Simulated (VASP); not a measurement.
# Ba (I4/mmm) in VASP: a series of runs, part 3 of 3

VASP 6.6.1.

### Step 5. Single point, PBE (strain +0.000 along x and y, -0.030 along z)

File INCAR:

```
SYSTEM = Ba
PREC = Accurate
ENCUT = 520
EDIFF = 1E-7
ISMEAR = 0
SIGMA = 0.15
LREAL = .False.
LASPH = .True.
NELM = 100
ALGO = Fast
ISIF = 2
LWAVE = .False.
LCHARG = .False.
GGA = PE
NBANDS = 11
```

File KPOINTS:

```
Automatic mesh
0
Gamma
  14 14 14
  0 0 0
```

File POSCAR:

```
Ba
1.0
   -2.5000000000      2.5000000000      2.4250000000
    2.5000000000     -2.5000000000      2.4250000000
    2.5000000000      2.5000000000     -2.4250000000
Ba
1
Direct
    0.0000000000      0.0000000000      0.0000000000
```

Potentials or basis: VASP PAW PBE potentials, release 64 (Ba_sv).

The run is started by

```console
$ cat potpaw_PBE.64/Ba_sv/POTCAR > POTCAR
$ mpirun -np 1 vasp_std > vasp.out
```

OUTCAR:

```text
SYSTEM = Ba
   PREC = Accurate
   ENCUT = 520
   EDIFF = 1E-7
   ISMEAR = 0
   LREAL = .False.
   LASPH = .True.
   NELM = 100
   ISIF = 2
   GGA = PE

 ion  position               nearest neighbor table
   1  0.000  0.000  0.000-

  LATTYP: Found a body centered tetragonal cell.
 ALAT       =     5.0000000000
 C/A-ratio  =     0.9700000000

  Lattice vectors:

 A1 = (  -2.5000000000,   2.5000000000,   2.4250000000)
 A2 = (   2.5000000000,  -2.5000000000,   2.4250000000)
 A3 = (   2.5000000000,   2.5000000000,  -2.4250000000)

Analysis of symmetry for initial positions (statically):
=====================================================================
 Subroutine PRICEL returns:
 Original cell was already a primitive cell.

 Routine SETGRP: Setting up the symmetry group for a
 body centered tetragonal supercell.

 Subroutine GETGRP returns: Found 16 space group operations
 (whereof 16 operations were pure point group operations)
 out of a pool of 16 trial point group operations.

The static configuration has the point symmetry D_4h.

Analysis of symmetry for dynamics (positions and initial velocities):
=====================================================================
 Subroutine PRICEL returns:
 Original cell was already a primitive cell.

 Routine SETGRP: Setting up the symmetry group for a
 body centered tetragonal supercell.

 Subroutine GETGRP returns: Found 16 space group operations
 (whereof 16 operations were pure point group operations)
 out of a pool of 16 trial point group operations.

The dynamic configuration has the point symmetry D_4h.

 Subroutine INISYM returns: Found 16 space group operations
 (whereof 16 operations are pure point group operations),
 and found     1 'primitive' translations

----------------------------------------------------------------------------------------

                                     Primitive cell

  volume of cell :      60.6250

  direct lattice vectors                    reciprocal lattice vectors
    -2.500000000  2.500000000  2.425000000     0.000000000  0.200000000  0.206185567
     2.500000000 -2.500000000  2.425000000     0.200000000  0.000000000  0.206185567
     2.500000000  2.500000000 -2.425000000     0.200000000  0.200000000  0.000000000

  length of vectors
     4.287263113  4.287263113  4.287263113     0.287249870  0.287249870  0.282842712

  position of ions in fractional coordinates (direct lattice)
     0.000000000  0.000000000  0.000000000

  ion indices of the primitive-cell ions
   primitive index   ion index
                 1           1

----------------------------------------------------------------------------------------

 KPOINTS: Automatic mesh

Automatic generation of k-mesh.
 Grid dimensions read from file:
 generate k-points for:   14   14   14

 Generating k-lattice:

  Cartesian coordinates                     Fractional coordinates (reciprocal lattice)
     0.000000000  0.014285714  0.014727541     0.071428571  0.000000000  0.000000000
     0.014285714  0.000000000  0.014727541     0.000000000  0.071428571  0.000000000
     0.014285714  0.014285714  0.000000000     0.000000000  0.000000000  0.071428571

  Length of vectors
     0.020517848  0.020517848  0.020203051

  Shift w.r.t. Gamma in fractional coordinates (k-lattice)
     0.000000000  0.000000000  0.000000000

 Subroutine IBZKPT returns following result:
 ===========================================

 Found    244 irreducible k-points:

 Following reciprocal coordinates:
            Coordinates               Weight
  0.000000  0.000000  0.000000      1.000000
  0.071429  0.000000  0.000000      8.000000
  0.142857  0.000000  0.000000      8.000000
  0.214286  0.000000  0.000000      8.000000
  0.285714  0.000000  0.000000      8.000000
  0.357143 -0.000000  0.000000      8.000000
[... 16 lines left out ...]
  0.214286  0.142857  0.000000     16.000000
  0.285714  0.142857  0.000000     16.000000
 [... further k-points ...]
   k-points           NKPTS =    244   k-points in BZ     NKDIM =    244   number of bands    NBANDS=     11
   number of dos      NEDOS =    301   number of ions     NIONS =      1
   total plane-waves  NPLWV =  32768
   dimension x,y,z NGX =    32 NGY =   32 NGZ =   32
   dimension x,y,z NGXF=    64 NGYF=   64 NGZF=   64
   ions per type =               1
   NGX,Y,Z   is equivalent  to a cutoff of  12.41, 12.41, 12.41 a.u.
   NGXF,Y,Z  is equivalent  to a cutoff of  24.82, 24.82, 24.82 a.u.
 SYSTEM =  Ba
   PREC   = accura    normal or accurate (medium, high low for compatibility)
   ISTART =      0    job   : 0-new  1-cont  2-samecut
   ICHARG =      2    charge: 1-file 2-atom 10-const
   ISPIN  =      1    spin polarized calculation?
   LNONCOLLINEAR =      F non collinear calculations
   LSORBIT =      F    spin-orbit coupling
   LASPH  =      T    aspherical Exc in radial PAW
   ENCUT  =  520.0 eV  38.22 Ry    6.18 a.u.   7.97  7.97  7.97*2*pi/ulx,y,z
   NELM   =    100;   NELMIN=  2; NELMDL= -5     # of ELM steps
   EDIFF  = 0.1E-06   stopping-criterion for ELM
   LREAL  =      F    real-space projection
   EDIFFG = 0.1E-05   stopping-criterion for IOM
   NSW    =      0    number of steps for IOM
   IBRION =     -1    ionic relax: 0-MD 1-quasi-New 2-CG
   NFREE  =      0    steps in history (QN), initial steepest desc. (CG)
   ISIF   =      2    stress and relaxation
   ISYM   =      2    0-nonsym 1-usesym 2-fastsym
   POTIM  = 0.5000    time-step for ionic-motion
   TEBEG  =    0.0;   TEEND  =   0.0 temperature during run
   PSTRESS=    0.0 pullay stress
   NELECT =      10.0000    total number of electrons
   NUPDOWN=      -1.0000    fix difference up-down
   EMIN   =  10.00;   EMAX   =-10.00  energy-range for DOS
   EFERMI =   0.00;   METHOD = LEGACY
   ISMEAR =     0;   SIGMA  =   0.15  broadening in eV -4-tet -1-fermi 0-gaus
   EFERMI_NEDOS =   21; number of points for ismear=-14 and -15
   IALGO  =     68    algorithm
   IMIX   =      4    mixing-type and parameters
     AMIX     =   0.40;   BMIX     =  1.00
     AMIX_MAG =   1.60;   BMIX_MAG =  1.00
  volume/ion in A,a.u.               =      60.62       409.12
  Fermi-wavevector in a.u.,A,eV,Ry     =   0.897823  1.696640 10.967477  0.806087
  Thomas-Fermi vector in A             =   2.020456
   LORBIT       =      0    0 simple, 1 ext, 2 COOP (PROOUT), +10 PAW based schemes
   GGA     = PE    functional components
   LHFCALC =     F    Hartree Fock is set to
   AEXX    =    0.0000 exact exchange contribution
   IVDW    =     0    specifies the selected vdW correction
   LEPSILON=     F    determine dielectric tensor
   LRPA    =     F    only Hartree local field effects (RPA)
 non-spin polarized calculation
 RMM-DIIS sequential band-by-band and
 Gauss-broadening in eV      SIGMA  =   0.15
  energy-cutoff  :      520.00
  volume of cell :       60.62
 maximum number of plane-waves:      1654
   NGX = 15   NGY = 15   NGZ = 15

 number of electron      10.0000000 magnetization

 number of electron       9.9999999 magnetization

 Free energy of the ion-electron system (eV)
  ---------------------------------------------------
  ext. energy  EPLUGINS =         0.00000000
  ---------------------------------------------------
  free energy    TOTEN  =        -1.91003673 eV

  energy without entropy =       -1.89642748  energy(sigma->0) =       -1.90323210

 E-fermi :   1.7717     XC(G=0):  -7.5323

 val. band max:        1.7715991076   @ k =  -0.3571  -0.3571   0.2143
 cond. band min:       1.7742339181   @ k =  -0.3571  -0.3571   0.2143
 fundamental gap:      0.0026348105
 Fermi energy:         1.7717462222

 k-point     1 :       0.0000    0.0000    0.0000
  band No.  band energies     occupation
      1     -27.0444      2.00000
      2     -11.9713      2.00000
      3     -11.9713      2.00000
      4     -11.9698      2.00000
      5      -0.9925      2.00000
      6       3.5251      0.00000
      7       3.7182      0.00000
      8       3.7182      0.00000
      9       4.9570      0.00000
     10       5.2422      0.00000
     11       8.7449      0.00000
[... 309 lines left out ...]
 k-point    24 :       0.2857    0.1429    0.0000
  band No.  band energies     occupation
      1     -26.9989      2.00000
      2     -12.3931      2.00000
      3     -12.1300      2.00000
      4     -12.0119      2.00000
      5       0.9380      2.00000
      6       2.4776      0.00000
      7       2.7093      0.00000
      8       4.8358      0.00000
      9       5.7594      0.00000
     10       6.2262      0.00000
     11       8.5279      0.00000

 [... further k-points ...]
[... 5 lines left out ...]
  --------------------------------------------------------------------------------------
  -------------------------------------------------------------------------------------
  Total        0.1529487      0.1529487      0.2187999      0.0000000      0.0000000      0.0000000
  in kB        4.0420765      4.0420765      5.7823698      0.0000000      0.0000000      0.0000000
  external PRESSURE =       4.6221742 kB  Pullay stress =       0.0000000 kB

 VOLUME and BASIS-vectors are now :
 -----------------------------------------------------------------------------
  energy-cutoff  :      520.00
  volume of cell :       60.62
      direct lattice vectors                 reciprocal lattice vectors
    -2.500000000  2.500000000  2.425000000     0.000000000  0.200000000  0.206185567
     2.500000000 -2.500000000  2.425000000     0.200000000  0.000000000  0.206185567
     2.500000000  2.500000000 -2.425000000     0.200000000  0.200000000  0.000000000

 POSITION                                       TOTAL-FORCE (eV/Angst)
 -----------------------------------------------------------------------------------
      0.00000      0.00000      0.00000         0.000000     -0.000000      0.000000
 -----------------------------------------------------------------------------------
    total drift:                                0.000000      0.000000     -0.000000

  FREE ENERGIE OF THE ION-ELECTRON SYSTEM (eV)
  ---------------------------------------------------
  free  energy   TOTEN  =        -1.9100367322 eV

  energy  without entropy=       -1.8964274766  energy(sigma->0) =       -1.90323210
```

OSZICAR:

```text
N       E                     dE             d eps       ncg     rms          rms(c)
DAV:   1     0.557913954891E+02    0.55791E+02   -0.43253E+03  5368   0.756E+02
DAV:   2     0.869848625152E+00   -0.54922E+02   -0.53360E+02  6506   0.137E+02
DAV:   3    -0.182977783306E+01   -0.26996E+01   -0.26774E+01  6795   0.316E+01
DAV:   4    -0.190827407843E+01   -0.78496E-01   -0.78331E-01  6973   0.506E+00
DAV:   5    -0.191075994918E+01   -0.24859E-02   -0.24856E-02  7134   0.704E-01    0.170E+00
RMM:   6    -0.190971088707E+01    0.10491E-02   -0.29868E-03  5705   0.558E-01    0.102E+00
RMM:   7    -0.190969730948E+01    0.13578E-04   -0.80123E-03  6075   0.997E-01    0.432E-02
RMM:   8    -0.190999922933E+01   -0.30192E-03   -0.13894E-03  7351   0.233E-01    0.197E-02
RMM:   9    -0.191003121516E+01   -0.31986E-04   -0.22470E-04  8061   0.627E-02    0.115E-02
RMM:  10    -0.191003600384E+01   -0.47887E-05   -0.39091E-05  7910   0.405E-02    0.588E-03
RMM:  11    -0.191003656049E+01   -0.55665E-06   -0.83300E-06  8434   0.132E-02    0.320E-03
RMM:  12    -0.191003682523E+01   -0.26474E-06   -0.19787E-06  8116   0.117E-02    0.226E-03
RMM:  13    -0.191003673222E+01    0.93004E-07   -0.63986E-07  6941   0.441E-03
   1 F= -.19100367E+01 E0= -.19032321E+01  d E =-.136093E-01
```

Run time: 54 s. Hardware: 1 thread of AMD EPYC 9R45 (Zen 5), shared host; peak memory 0.27 GiB.

Results:

```
Free energy            : -1.9100 eV
Pressure               : 0.5 GPa
Band gap on the k mesh : zero (bands 5 and 6 overlap by 1.06 eV)
```

Stress tensor (GPa, compression positive):
```
0.40 0.00 0.00
0.00 0.40 0.00
0.00 0.00 0.58
```

Levels at points of the mesh, in eV from the Fermi level:
```csv
k point,band 2,band 3,band 4,band 5,band 6,band 7,band 8,band 9
"(0.00, 0.00, 0.00)",-13.74,-13.74,-13.74,-2.76,1.75,1.95,1.95,3.19
"(0.50, 0.00, 0.00)",-14.26,-13.91,-13.75,-0.91,0.63,1.41,3.37,4.00
"(0.50, 0.50, 0.00)",-14.26,-13.90,-13.74,-0.92,0.83,1.31,3.14,3.82
"(0.50, 0.50, 0.50)",-14.11,-14.11,-14.08,-0.62,-0.57,4.44,4.44,4.79
```

Caveat: the cell differs from its parent crystal (strain +0.000 along x and y, -0.030 along z); spin-orbit coupling is left out, which moves the levels of the heavy elements.

### Step 6. Single point, PBE (strain -0.015 along x and y, +0.000 along z)

File INCAR:

```
PREC = Accurate
ENCUT = 520
EDIFF = 1E-7
ISMEAR = 0
SIGMA = 0.15
LREAL = F
LASPH = T
NELM = 100
ALGO = Fast
ISIF = 2
LWAVE = F
LCHARG = T
GGA = PE
LELF = T
LVHAR = T
NBANDS = 11
```

File KPOINTS:

```
regular mesh
0
Gamma
  14 14 14
```

File POSCAR:

```
Ba
1.0
   -2.4625000000      2.4625000000      2.5000000000
    2.4625000000     -2.4625000000      2.5000000000
    2.4625000000      2.4625000000     -2.5000000000
Ba
1
Direct
    0.0000000000      0.0000000000      0.0000000000
```

Potentials or basis: VASP PAW PBE potentials, release 64 (Ba_sv).

The run is started by

```console
$ cat potpaw_PBE.64/Ba_sv/POTCAR > POTCAR
$ mpirun -np 1 vasp_std > vasp.out
```

It took 62 s on 1 thread of AMD EPYC 9R45 (Zen 5), shared host; peak memory 0.27 GiB.

Results (log left out):

- Free energy: -1.9106 eV
- Pressure: 0.5 GPa
- Band gap on the k mesh: zero (bands 5 and 6 overlap by 1.05 eV)

Stress tensor (GPa, compression positive):
```
0.48 0.00 0.00
0.00 0.48 0.00
0.00 0.00 0.41
```

Levels at points of the mesh, in eV from the Fermi level:
```tsv
k point	band 3	band 4	band 5	band 6	band 7	band 8
(0.00, 0.00, 0.00)	-13.74	-13.74	-2.76	1.85	1.85	1.94
(0.50, 0.00, 0.00)	-13.91	-13.74	-0.91	0.72	1.36	3.27
(0.50, 0.50, 0.00)	-13.91	-13.75	-0.91	0.63	1.41	3.40
(0.50, 0.50, 0.50)	-14.10	-14.10	-0.61	-0.58	4.44	4.61
```

Caveat: the cell differs from its parent crystal (strain -0.015 along x and y, +0.000 along z); spin-orbit coupling is left out, which moves the levels of the heavy elements.

### Step 7. Single point, PBE (strain +0.000 along x and y, -0.015 along z)

File INCAR:

```
SYSTEM = Ba
  ALGO = Fast
  EDIFF = 1E-6
  ENCUT = 520
  GGA = PE
  ISIF = 2
  ISMEAR = 0
  LASPH = .TRUE.
  LCHARG = .FALSE.
  LREAL = .FALSE.
  LWAVE = .FALSE.
  NBANDS = 11
  NELM = 60
  PREC = Accurate
  SIGMA = 0.15
```

File KPOINTS:

```
k-points
0
G
  14 14 14
  0 0 0
```

File POSCAR:

```
Ba
1.0
   -2.5000000000      2.5000000000      2.4625000000
    2.5000000000     -2.5000000000      2.4625000000
    2.5000000000      2.5000000000     -2.4625000000
Ba
1
Direct
    0.0000000000      0.0000000000      0.0000000000
```

The run is started by

```console
$ cat potpaw_PBE.64/Ba_sv/POTCAR > POTCAR
$ mpirun -np 1 vasp_std > vasp.out
```

Run time: 44 s. Hardware: 1 thread of AMD EPYC 9R45 (Zen 5), shared host; peak memory 0.27 GiB.

The run converged. Its results:

```yaml
Free_energy: -1.9128 eV
Pressure: 0.3 GPa
Band_gap_on_the_k_mesh: zero (bands 5 and 6 overlap by 1.03 eV)
```

Stress tensor (GPa, compression positive):
```
0.28 0.00 0.00
0.00 0.28 0.00
0.00 0.00 0.36
```

Levels at points of the mesh, in eV from the Fermi level:
| k point | band 2 | band 3 | band 4 | band 5 | band 6 | band 7 | band 8 | band 9 |
| --- | --- | --- | --- | --- | --- | --- | --- | --- |
| (0.00, 0.00, 0.00) | -13.78 | -13.78 | -13.78 | -2.76 | 1.80 | 1.89 | 1.89 | 3.22 |
| (0.50, 0.00, 0.00) | -14.27 | -13.94 | -13.78 | -0.90 | 0.66 | 1.34 | 3.31 | 3.90 |
| (0.50, 0.50, 0.00) | -14.27 | -13.93 | -13.78 | -0.91 | 0.76 | 1.29 | 3.19 | 3.82 |
| (0.50, 0.50, 0.50) | -14.12 | -14.12 | -14.11 | -0.59 | -0.56 | 4.42 | 4.42 | 4.59 |

Caveat: the cell differs from its parent crystal (strain +0.000 along x and y, -0.015 along z); spin-orbit coupling is left out, which moves the levels of the heavy elements.

### Step 8. Overview

```tsv
cell	further INCAR settings	gap on the mesh (eV)	pressure (GPa)
a = 4.222 Å, angles 109.9, 109.9, 108.6°, 1 atom	ALGO = Fast; EDIFF = 1e-06; NBANDS = 11	none	0.9
a = 4.244 Å, angles 110.3, 110.3, 107.8°, 1 atom	ALGO = Fast; EDIFF = 1e-06; NBANDS = 11	none	0.8
a = 4.244 Å, angles 109.1, 109.1, 110.3°, 1 atom	ALGO = Fast; EDIFF = 1e-06; NBANDS = 11	none	0.8
a = 4.287 Å, angles 108.7, 108.7, 111.1°, 1 atom	ALGO = Fast; EDIFF = 1e-07; NBANDS = 11	none	0.5
a = 4.287 Å, angles 109.9, 109.9, 108.7°, 1 atom	ALGO = Fast; EDIFF = 1e-07; NBANDS = 11	none	0.5
a = 4.309 Å, angles 109.1, 109.1, 110.3°, 1 atom	ALGO = Fast; EDIFF = 1e-06; NBANDS = 11	none	0.3
```

Alike in all rows: task single point; level PBE; potentials or basis VASP PAW PBE potentials, release 64 (Ba_sv); no spin polarisation; k mesh 14 × 14 × 14; cutoff (eV) 520; smearing gaussian 0.15 eV.

Caveats: spin-orbit coupling is left out, which moves the levels of the heavy elements.

Absolute energies hang on the potentials; compare differences alone.
